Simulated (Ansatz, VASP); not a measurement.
## Al2O3: VASP beside Ansatz

```xyz
5
Lattice="2.9709 0.0000 0.0000 -1.4854 2.5728 0.0000 0.0000 0.0000 9.4768" Properties=species:S:1:pos:R:3 pbc="T T T"
Al    0.0000    0.0000    1.4214
Al    0.0000    0.0000    8.0554
O     0.0000    1.7152    2.1069
O     1.4854    0.8576    0.0000
O     0.0000    1.7152    7.3700
```

Change from the starting cell: strain +0.030 along x and y, +0.015 along z, atoms carried along.

Alike in both runs: task single point; functional PBE; dispersion D3(BJ); k mesh 12 × 12 × 4; occupations gaussian, width 0.05 eV; no spin polarisation.

```csv
,VASP,Ansatz
version,VASP 6.6.1,Ansatz 0.2.0
potentials or method,"VASP PAW PBE potentials, release 64 (Al, O), cutoff 520 eV","scalar-relativistic, plane waves, PAW"
valence electrons in the cell,24,24
```

```csv
,VASP,Ansatz,Ansatz less VASP
gap on the k mesh at the Fermi level (eV),4.02,4.04,+0.020
least direct gap on the mesh (eV),4.22,4.24,+0.019
pressure (GPa),-11.1,-11.1,+0.04
"traceless stress, the component that is largest in VASP (GPa)",5.36,5.52,+0.160
rms of the force components (eV/Å),0.298,0.284,-0.0137
```

Atom by atom the forces differ by 0.015 eV/Å (rms over components).
